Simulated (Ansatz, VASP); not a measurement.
## One calculation of Ga2O3, two programs

File INCAR:

```
SYSTEM = Ga2O3
PREC = Accurate
ENCUT = 520
EDIFF = 1E-7
ISMEAR = -1
SIGMA = 0.02
LREAL = .FALSE.
LASPH = .TRUE.
NELM = 100
ALGO = Normal
ISIF = 2
LWAVE = .FALSE.
LCHARG = .FALSE.
GGA = PE
NBANDS = 55
```

The input KPOINTS:

```
regular mesh
0
G
  6 6 6
  0 0 0
```

POSCAR

```
Ga2O3
1.0
    2.4922617722      1.4389080051      4.6150580585
   -2.4922617722      1.4389080051      4.6150580585
    0.0000000000     -2.8778160102      4.6150580585
Ga O
4 6
Direct
    0.8544077862      0.8544077862      0.8544077862
    0.6455922138      0.6455922138      0.6455922138
    0.1455922138      0.1455922138      0.1455922138
    0.3544077862      0.3544077862      0.3544077862
    0.7500000000      0.4459053293      0.0540946707
    0.4459053293      0.0540946707      0.7500000000
    0.0540946707      0.7500000000      0.4459053293
    0.2500000000      0.5540946707      0.9459053293
    0.9459053293      0.2500000000      0.5540946707
    0.5540946707      0.9459053293      0.2500000000
```

Input for Ansatz:

```yaml
crystal:
  lattice:
    - [2.4922617722, 1.4389080051, 4.6150580585]
    - [-2.4922617722, 1.4389080051, 4.6150580585]
    - [0.0, -2.8778160102, 4.6150580585]
  atoms:
    - { symbol: Ga, position: [0.8544077862, 0.8544077862, 0.8544077862] }
    - { symbol: Ga, position: [0.6455922138, 0.6455922138, 0.6455922138] }
    - { symbol: Ga, position: [0.1455922138, 0.1455922138, 0.1455922138] }
    - { symbol: Ga, position: [0.3544077862, 0.3544077862, 0.3544077862] }
    - { symbol: O, position: [0.75, 0.4459053293, 0.0540946707] }
    - { symbol: O, position: [0.4459053293, 0.0540946707, 0.75] }
    - { symbol: O, position: [0.0540946707, 0.75, 0.4459053293] }
    - { symbol: O, position: [0.25, 0.5540946707, 0.9459053293] }
    - { symbol: O, position: [0.9459053293, 0.25, 0.5540946707] }
    - { symbol: O, position: [0.5540946707, 0.9459053293, 0.25] }
kpoints:
  mp_grid: { grid: [6, 6, 6] }
  band_path:
    path:
      - [0.0, 0.0, 0.0]
      - [0.5, 0.5, 0.5]
      - [0.7645798177, 0.2354201823, 0.5]
      - [0.5, -0.2354201823, 0.2354201823]
      - [0.5, 0.0, 0.0]
      - [0.3677100911, -0.3677100911, 0.0]
      - [0.6322899089, 0.0, 0.3677100911]
      - [0.5, 0.0, 0.5]
      - [0.0, 0.161458, -0.161458]
    npoints: 1
hamiltonian:
  xc: pbe
scf:
  occupations: { method: fermi_dirac, width: 0.02 }
  n_extra_bands: 6
output:
  forces: true
  stress: true
  eigenvalues: true
```

Change from the starting cell: uniaxial_z strain +3.0%.

Alike in both runs: task single point; functional PBE; k mesh 6 × 6 × 6; occupations fermi-dirac, width 0.02 eV; no spin polarisation.

|  | VASP | Ansatz |
| --- | --- | --- |
| version | VASP 6.6.1 | Ansatz 0.2.0 |
| potentials or method | VASP PAW PBE potentials, release 64 (Ga_d, O) | plane waves, PAW |
| plane-wave cutoff (eV) | 520 | 420 |
| valence electrons in the cell | 88 | 88 |

|  | VASP | Ansatz | Ansatz less VASP |
| --- | --- | --- | --- |
| gap on the k mesh at the Fermi level (eV) | 2.53 | 2.54 | +0.008 |
| pressure (GPa) | 4.1 | 3.2 | -0.95 |
| traceless stress, the component that is largest in VASP (GPa) | -5.12 | -5.06 | +0.055 |
| rms of the force components (eV/Å) | 0.020 | 0.017 | -0.0031 |

Atom by atom the forces differ by 0.004 eV/Å (rms over components). The functional is the same, so the differences come from potentials, cutoffs and numerics.
